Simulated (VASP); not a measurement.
Write the native input for VASP 6.6.1 that does the following.

```
Task                   : single point
Functional             : PBE
Potentials or basis    : VASP PAW PBE potentials, release 64 (Al)
Cutoff                 : 520 eV
k mesh                 : 12 × 12 × 12
Occupations            : methfessel-paxton, width 0.1 eV
Spin                   : no spin polarisation
Dipole correction      : no
Further INCAR settings : ALGO = Normal; EDIFF = 1e-06; NBANDS = 8
```

The structure of Al lies in POSCAR:

```
Al
1.0
    0.0000000000      1.9974394157      1.9974394157
    1.9974394157      0.0000000000      1.9974394157
    1.9974394157      1.9974394157      0.0000000000
Al
1
Direct
    0.0000000000      0.0000000000      0.0000000000
```

One way to write it, as run:

INCAR

```
SYSTEM = Al
  ALGO = Normal
  EDIFF = 1E-6
  ENCUT = 520
  GGA = PE
  ISIF = 2
  ISMEAR = 1
  LASPH = .TRUE.
  LCHARG = .FALSE.
  LREAL = .FALSE.
  LWAVE = .FALSE.
  NBANDS = 8
  NELM = 100
  PREC = Accurate
  SIGMA = 0.1
```

KPOINTS

```
k-points
0
G
  12 12 12
  0 0 0
```

Potentials or basis: VASP PAW PBE potentials, release 64 (Al).

Command:

```bash
$ cat potpaw_PBE.64/Al/POTCAR > POTCAR
$ mpirun -np 1 vasp_std > vasp.out
```

Results of the run:

- Pressure: 3.2 GPa

Run time: 6.2 s on 1 thread of AMD EPYC 7R13 Processor (Zen 3), on a shared host, peak memory 0.1 GiB.
